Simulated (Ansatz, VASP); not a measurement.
# Two plane-wave programs on NaB2

```
Na B
1.0
     0.00000    3.36112    3.36112
     3.36112    0.00000    3.36112
     3.36112    3.36112    0.00000
Na B
2 4
Direct
  0.50000 0.50000 0.50000
  0.75000 0.75000 0.75000
  0.12500 0.12500 0.12500
  0.62500 0.12500 0.12500
  0.12500 0.62500 0.12500
  0.12500 0.12500 0.62500
```

Change from the starting cell: species swapped into the EuAl2 type (Fd-3m, No. 227).

Alike in both runs: task relaxation of cell and atoms; functional PBE; k mesh 4 × 4 × 4; occupations gaussian, width 0.1 eV; no spin polarisation.

```csv
,VASP,Ansatz
version,VASP 6.6.1,Ansatz 0.2.0
potentials or method,"VASP PAW PBE potentials, release 64 (Na_pv, B), cutoff 600 eV","scalar-relativistic, plane waves, PAW"
valence electrons in the cell,26,30
```

VASP gave:

```
gap on the k mesh at the Fermi level, each at its own relaxed structure (eV) : none
relaxed volume (Å³/atom)                                                     : 9.23
relaxed length of the cell vector where the two differ most in proportion (Å)              : 4.278
```

Question: What did Ansatz give for the same quantities?

Answer: gap on the k mesh at the Fermi level, each at its own relaxed structure (eV): none; relaxed volume (Å³/atom): 9.21; relaxed length of the cell vector where the two differ most in proportion (Å): 4.275.

A gap of «none» marks a metal or a gap that the smearing closes. VASP's potentials hold 26 valence electrons a cell and Ansatz's 30, so a difference there can come from the potentials and not from the codes.

The k mesh is coarse, so the values compare programs but aren't converged. Noted on VASP's run: the volume moved by over 15 % at a fixed basis, so the end points are rough.
